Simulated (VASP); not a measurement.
Runs of VASP 6.6.1 on NaI. The structure is that of space group Fm-3m (No. 225), or close to it. The cells are those of the table. 

| task | level | cell | k mesh | cutoff (eV) | gap on the mesh (eV) | pressure (GPa) | relaxed volume (Å³/atom) |
| --- | --- | --- | --- | --- | --- | --- | --- |
| single point | PBEsol+D3(BJ) | a = 4.577 Å, angles 60.0°, 2 atoms | 7 × 7 × 7 | 520 | 3.51 | -1.6 | - |
| relaxation of cell and atoms | PBEsol+D4 | relaxed from a = 4.577 Å, angles 60.0°, 2 atoms | 7 × 7 × 7 | 600 | 3.65 | 0.0 | 32.04 |
| single point | PBEsol | a = 4.623, b = 4.623, c = 4.577 Å, angles 60.3, 60.3, 59.3°, 2 atoms | 6 × 6 × 6 | 520 | 3.44 | (b) | - |
| single point | PBEsol | a = 4.554, b = 4.554, c = 4.577 Å, angles 59.8, 59.8, 60.3°, 2 atoms | 6 × 6 × 6 | 520 | (a) | (c) | - |
| single point | PBEsol | a = 4.600, b = 4.600, c = 4.577 Å, angles 60.2, 60.2, 59.7°, 2 atoms | 6 × 6 × 6 | 520 | 3.47 | -0.6 | - |
| relaxation of cell and atoms | PBEsol+D3(BJ) | relaxed from a = 4.577 Å, angles 60.0°, 2 atoms | 7 × 7 × 7 | 600 | 3.79 | 0.0 | 30.62 |
| single point | PBEsol+D3(BJ) | a = 4.435 Å, angles 60.0°, 2 atoms | 7 × 7 × 7 | 520 | 3.77 | -0.1 | - |
| single point | PBEsol | a = 4.577 Å, angles 60.0°, 2 atoms | 6 × 6 × 6 | 520 | 3.51 | -0.5 | - |

Alike in all rows: potentials or basis VASP PAW PBE potentials, release 64 (I, Na_pv); no spin polarisation; smearing fermi-dirac 0.05 eV.

Task: Fill in the values left out.

Result: (a) 3.53; (b) -0.7; (c) -0.3.

Caveats: the PAW data sets were made with another functional, which shifts forces and pressure a little; spin-orbit coupling is left out, which moves the levels of the heavy elements; three body term missing (at least some runs).

A k mesh can miss the band edges, and the runs leave out spin-orbit coupling on I.
